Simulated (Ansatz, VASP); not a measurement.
## Two plane-wave programs on TaAs

```
Ta As
1.0
    -3.42870    0.00000    0.00000
     0.00000   -3.42870    0.00000
     0.00000    0.00000   11.58226
Ta As
4 4
Direct
  0.50000 0.00000 0.50031
  0.00000 0.50000 0.00031
  0.50000 0.50000 0.25031
  0.00000 0.00000 0.75031
  0.00000 0.50000 0.58229
  0.50000 0.00000 0.08229
  0.50000 0.50000 0.83229
  0.00000 0.00000 0.33229
```

Alike in both runs: task single point; functional PBEsol; k mesh 14 × 14 × 4; occupations gaussian, width 0.15 eV; no spin polarisation.

|  | VASP | Ansatz |
| --- | --- | --- |
| version | VASP 6.6.1 | Ansatz 0.2.0 |
| potentials or method | VASP PAW PBE potentials, release 64 (Ta_pv, As), cutoff 520 eV | scalar-relativistic, plane waves, PAW |
| valence electrons in the cell | 64 | 112 |

```csv
,VASP,Ansatz,Ansatz less VASP
pressure (GPa),0.7,0.0,-0.67
"traceless stress, the component that is largest in VASP (GPa)",-0.07,0.03,+0.100
```

VASP's potentials were made for PBE, not for PBEsol. With one functional, cell and mesh, what is left measures potentials, basis and numerics. VASP's potentials hold 64 valence electrons a cell and Ansatz's 112, so a difference there can come from the potentials and not from the codes.

Neither program's run includes spin-orbit coupling.
